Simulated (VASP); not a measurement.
# ScBr (Fm-3m) in VASP: notebook

The runs below take ScBr through single point, relaxation of cell and atoms, with PBEsol.

All numbers are computed with VASP 6.6.1; they aren't measurements. Logs are shortened: lines on timing, memory, paths and dates and some standing lists are left out, and cuts for length are marked.

### Step 1. The cell of the first run

Symmetry: Fm-3m, No. 225, cubic system. Conventional cell: a = 5.485 Å, b = 5.485 Å, c = 5.485 Å, α = 90.00°, β = 90.00°, γ = 90.00°. Within 3.6 Å of Br (site symmetry m-3m) lie 6 Sc at 2.74 Å. Sc (site symmetry m-3m) has 6 Br at 2.74 Å within 3.6 Å.

### Step 2. Single point, PBEsol

INCAR reads:

```
SYSTEM = ScBr
ALGO     = Normal         ! electronic algorithm
EDIFF    = 1E-6           ! SCF threshold, eV
ENCUT    = 500            ! plane-wave cutoff, eV
GGA      = PS             ! functional
GGA_COMPAT= .False.      
ISIF     = 2              ! what is computed and relaxed
ISMEAR   = 0              ! smearing method
LASPH    = .True.         ! aspherical terms in the spheres
LCHARG   = .False.        ! write CHGCAR
LREAL    = .False.        ! projectors in reciprocal space
LWAVE    = .False.        ! write WAVECAR
NBANDS   = 16             ! bands
NELM     = 120            ! most SCF steps
PREC     = Accurate       ! precision mode
SIGMA    = 0.0356         ! smearing width, eV
```

KPOINTS reads:

```
k-points
0
Gamma
  5 5 5
  0 0 0
```

POSCAR reads:

```
ScBr
1.0
    0.0000000000      2.7422622758      2.7422622758
    2.7422622758      0.0000000000      2.7422622758
    2.7422622758      2.7422622758      0.0000000000
Br Sc
1 1
Direct
    0.5000000000      0.5000000000      0.5000000000
    0.0000000000      0.0000000000      0.0000000000
```

Potentials or basis: VASP PAW PBE potentials, release 64 (Br, Sc_sv).

Launch:

```bash
cat potpaw_PBE.64/Br/POTCAR potpaw_PBE.64/Sc_sv/POTCAR > POTCAR
mpirun -np 1 vasp_std > vasp.out
```

OUTCAR:

```text
SYSTEM = ScBr
   EDIFF = 1E-6
   ENCUT = 500
   GGA = PS
   ISIF = 2
   ISMEAR = 0
   LASPH = .True.
   LREAL = .False.
   NELM = 120
   PREC = Accurate

 ion  position               nearest neighbor table
   1  0.500  0.500  0.500-   2 2.74   2 2.74   2 2.74   2 2.74   2 2.74   2 2.74
   2  0.000  0.000  0.000-   1 2.74   1 2.74   1 2.74   1 2.74   1 2.74   1 2.74

  LATTYP: Found a face centered cubic cell.
 ALAT       =     5.4845245516

  Lattice vectors:

 A1 = (   0.0000000000,   2.7422622758,   2.7422622758)
 A2 = (   2.7422622758,   0.0000000000,   2.7422622758)
 A3 = (   2.7422622758,   2.7422622758,   0.0000000000)

Analysis of symmetry for initial positions (statically):
=====================================================================
 Subroutine PRICEL returns:
 Original cell was already a primitive cell.

 Routine SETGRP: Setting up the symmetry group for a
 face centered cubic supercell.

 Subroutine GETGRP returns: Found 48 space group operations
 (whereof 48 operations were pure point group operations)
 out of a pool of 48 trial point group operations.

The static configuration has the point symmetry O_h .

Analysis of symmetry for dynamics (positions and initial velocities):
=====================================================================
 Subroutine PRICEL returns:
 Original cell was already a primitive cell.

 Routine SETGRP: Setting up the symmetry group for a
 face centered cubic supercell.

 Subroutine GETGRP returns: Found 48 space group operations
 (whereof 48 operations were pure point group operations)
 out of a pool of 48 trial point group operations.

The dynamic configuration has the point symmetry O_h .

 Subroutine INISYM returns: Found 48 space group operations
 (whereof 48 operations are pure point group operations),
 and found     1 'primitive' translations

----------------------------------------------------------------------------------------

                                     Primitive cell

  volume of cell :      41.2436

  direct lattice vectors                    reciprocal lattice vectors
     0.000000000  2.742262276  2.742262276    -0.182331210  0.182331210  0.182331210
     2.742262276  0.000000000  2.742262276     0.182331210 -0.182331210  0.182331210
     2.742262276  2.742262276  0.000000000     0.182331210  0.182331210 -0.182331210

  length of vectors
     3.878144502  3.878144502  3.878144502     0.315806920  0.315806920  0.315806920

  position of ions in fractional coordinates (direct lattice)
[... 64 lines left out ...]
   EDIFF  = 0.1E-05   stopping-criterion for ELM
   LREAL  =      F    real-space projection
   EDIFFG = 0.1E-04   stopping-criterion for IOM
   NSW    =      0    number of steps for IOM
   IBRION =     -1    ionic relax: 0-MD 1-quasi-New 2-CG
   NFREE  =      0    steps in history (QN), initial steepest desc. (CG)
   ISIF   =      2    stress and relaxation
   ISYM   =      2    0-nonsym 1-usesym 2-fastsym
   POTIM  = 0.5000    time-step for ionic-motion
   TEBEG  =    0.0;   TEEND  =   0.0 temperature during run
   PSTRESS=    0.0 pullay stress
   NELECT =      18.0000    total number of electrons
   NUPDOWN=      -1.0000    fix difference up-down
   EMIN   =  10.00;   EMAX   =-10.00  energy-range for DOS
   EFERMI =   0.00;   METHOD = LEGACY
   ISMEAR =     0;   SIGMA  =   0.04  broadening in eV -4-tet -1-fermi 0-gaus
   EFERMI_NEDOS =   21; number of points for ismear=-14 and -15
   IALGO  =     38    algorithm
   IMIX   =      4    mixing-type and parameters
     AMIX     =   0.40;   BMIX     =  1.00
     AMIX_MAG =   1.60;   BMIX_MAG =  1.00
  volume/ion in A,a.u.               =      20.62       139.16
  Fermi-wavevector in a.u.,A,eV,Ry     =   1.241786  2.346635 20.980618  1.542032
  Thomas-Fermi vector in A             =   2.376168
   LORBIT       =      0    0 simple, 1 ext, 2 COOP (PROOUT), +10 PAW based schemes
   GGA     = PS    functional components
   LHFCALC =     F    Hartree Fock is set to
   AEXX    =    0.0000 exact exchange contribution
   IVDW    =     0    specifies the selected vdW correction
   LEPSILON=     F    determine dielectric tensor
   LRPA    =     F    only Hartree local field effects (RPA)
 non-spin polarized calculation
 Gauss-broadening in eV      SIGMA  =   0.04
  energy-cutoff  :      500.00
  volume of cell :       41.24
 maximum number of plane-waves:      1059
   NGX = 15   NGY = 15   NGZ = 15

 number of electron      18.0000006 magnetization

 Free energy of the ion-electron system (eV)
  ---------------------------------------------------
  ext. energy  EPLUGINS =         0.00000000
  ---------------------------------------------------
  free energy    TOTEN  =        -9.80945207 eV

  energy without entropy =       -9.80715981  energy(sigma->0) =       -9.80830594

 E-fermi :   7.2904     XC(G=0): -10.5688

 val. band max:        7.2437558672   @ k =   0.2000   0.2000   0.0000
 cond. band min:       7.2954161359   @ k =   0.2000   0.2000   0.0000
 fundamental gap:      0.0516602687
 Fermi energy:         7.2903816843

 k-point     1 :       0.0000    0.0000    0.0000
  band No.  band energies     occupation
      1     -42.9587      2.00000
      2     -21.7335      2.00000
      3     -21.7335      2.00000
      4     -21.7335      2.00000
      5     -12.0216      2.00000
      6       1.5561      2.00000
[... 167 lines left out ...]
      3     -21.7857      2.00000
      4     -21.7644      2.00000
      5     -11.3569      2.00000
      6      -0.8807      2.00000
[... 8 lines left out ...]
     15      12.0982      0.00000
     16      13.1277      0.00000

------------------------ aborting loop because EDIFF is reached ----------------------------------------

  FORCE on cell =-STRESS in cart. coord.  units (eV):
  Direction    XX          YY          ZZ          XY          YZ          ZX
  --------------------------------------------------------------------------------------
  -------------------------------------------------------------------------------------
  Total        0.0567128      0.0567128      0.0567128      0.0000000      0.0000000     -0.0000000
  in kB        2.2031029      2.2031029      2.2031029      0.0000000      0.0000000     -0.0000000
  external PRESSURE =       2.2031029 kB  Pullay stress =       0.0000000 kB

 VOLUME and BASIS-vectors are now :
 -----------------------------------------------------------------------------
  energy-cutoff  :      500.00
  volume of cell :       41.24
      direct lattice vectors                 reciprocal lattice vectors
     0.000000000  2.742262276  2.742262276    -0.182331210  0.182331210  0.182331210
     2.742262276  0.000000000  2.742262276     0.182331210 -0.182331210  0.182331210
     2.742262276  2.742262276  0.000000000     0.182331210  0.182331210 -0.182331210

 POSITION                                       TOTAL-FORCE (eV/Angst)
 -----------------------------------------------------------------------------------
      2.74226      2.74226      2.74226        -0.000000     -0.000000     -0.000000
      0.00000      0.00000      0.00000         0.000000      0.000000      0.000000
 -----------------------------------------------------------------------------------
    total drift:                                0.000000      0.000000      0.000000

  FREE ENERGIE OF THE ION-ELECTRON SYSTEM (eV)
  ---------------------------------------------------
  free  energy   TOTEN  =        -9.8094520725 eV

  energy  without entropy=       -9.8071598065  energy(sigma->0) =       -9.80830594
```

stdout:

```text
POSCAR found type information on POSCAR BrSc
 POSCAR found :  2 types and       2 ions
 scaLAPACK will be used
 -----------------------------------------------------------------------------
|                                                                             |
|                                                                             |
|     You enforced a specific xc type in the INCAR file but a different       |
|     I HOPE YOU KNOW WHAT YOU ARE DOING!                                     |
|                                                                             |
 -----------------------------------------------------------------------------

 LDA part: xc-table for (Slater+PW92), standard interpolation
 POSCAR, INCAR and KPOINTS ok, starting setup
 FFT: planning ... GRIDC
 FFT: planning ... GRID_SOFT
 FFT: planning ... GRID
 WAVECAR not read
 entering main loop
```

Run time: 8.7 s. Hardware: 1 thread of AMD EPYC 7R43 (Zen 3), shared host; peak memory 0.12 GiB.

Results:

```yaml
Free_energy: -9.8095 eV
Pressure: 0.2 GPa
Band_gap_on_the_k_mesh: zero (bands 9 and 10 overlap by 0.90 eV)
```

Caveat: the k points lie up to 0.40 Å⁻¹ apart, too coarse for converged energies and pressures of a metal; the PAW data sets were made with another functional, which shifts forces and pressure a little.

### Step 3. Relaxation of cell and atoms, PBEsol

This run uses another cell than the first one, of 24.24 Å³/atom.

INCAR reads:

```
  ALGO = Normal
  EDIFF = 1E-7
  EDIFFG = -0.01
  ENCUT = 500
  GGA = PS
  GGA_COMPAT = F
  IBRION = 2
  ISIF = 3
  ISMEAR = 0
  LASPH = T
  LCHARG = F
  LREAL = F
  LWAVE = F
  NELM = 120
  NELMIN = 4
  NSW = 60
  PREC = Accurate
  SIGMA = 0.0356
```

KPOINTS reads:

```
k-points
0
Gamma
  5 5 5
```

POSCAR reads:

```
ScBr
1.0
    0.0000000000      2.8939240000      2.8939240000
    2.8939240000      0.0000000000      2.8939240000
    2.8939240000      2.8939240000      0.0000000000
Br Sc
1 1
Direct
    0.5000000000      0.5000000000      0.5000000000
    0.0000000000      0.0000000000      0.0000000000
```

Potentials or basis: VASP PAW PBE potentials, release 64 (Br, Sc_sv).

Launch:

```bash
cat potpaw_PBE.64/Br/POTCAR potpaw_PBE.64/Sc_sv/POTCAR > POTCAR
mpirun -np 1 vasp_std > vasp.out
```

It took 25 s on 1 thread of AMD EPYC 7R43 (Zen 3), shared host; peak memory 0.13 GiB.

Results (log left out):

```yaml
Free_energy: -9.8077 eV
Relaxed_volume: 20.73 Å³/atom
Relaxed_cell: a = 3.885 Å, b = 3.885 Å, c = 3.885 Å, α = 60.00°, β = 60.00°, γ = 60.00°
Space_group_after_relaxing_to_0.1_Å: Fm-3m (No. 225)
Energy_gained_by_relaxing: 88.1 meV/atom
Ionic_steps: 3
Pressure_after_relaxing: 0.0 GPa
```

Step by step:
```csv
step,energy change (eV),largest force (eV/Å),pressure (GPa),volume (Å³)
1,0.0000,0.0000,-6.87,48.47
2,-0.1762,0.0000,-0.13,41.55
3,-0.1763,0.0000,-0.01,41.46
```

Final structure:
```cif
data_structure
_symmetry_space_group_name_H-M 'P 1'
_symmetry_Int_Tables_number 1
_cell_length_a 3.8850
_cell_length_b 3.8850
_cell_length_c 3.8850
_cell_angle_alpha 60.000
_cell_angle_beta 60.000
_cell_angle_gamma 60.000
_cell_volume 41.46
loop_
_atom_site_label
_atom_site_type_symbol
_atom_site_fract_x
_atom_site_fract_y
_atom_site_fract_z
_atom_site_occupancy
Br1 Br 0.50000 0.50000 0.50000 1
Sc1 Sc 0.00000 0.00000 0.00000 1
```

Levels at points of the mesh, in eV from the Fermi level:
```tsv
k point	band 7	band 8	band 9	band 10	band 11	band 12
(0.00, 0.00, 0.00)	-5.73	-5.73	-0.88	-0.75	-0.75	-0.75
```

Caveat: the k points lie up to 0.40 Å⁻¹ apart in the final cell; the highest band is partly filled, so the run has too few bands; the PAW data sets were made with another functional, which shifts forces and pressure a little.

The gap in the log of VASP goes by the Fermi energy; the results here count the filled bands.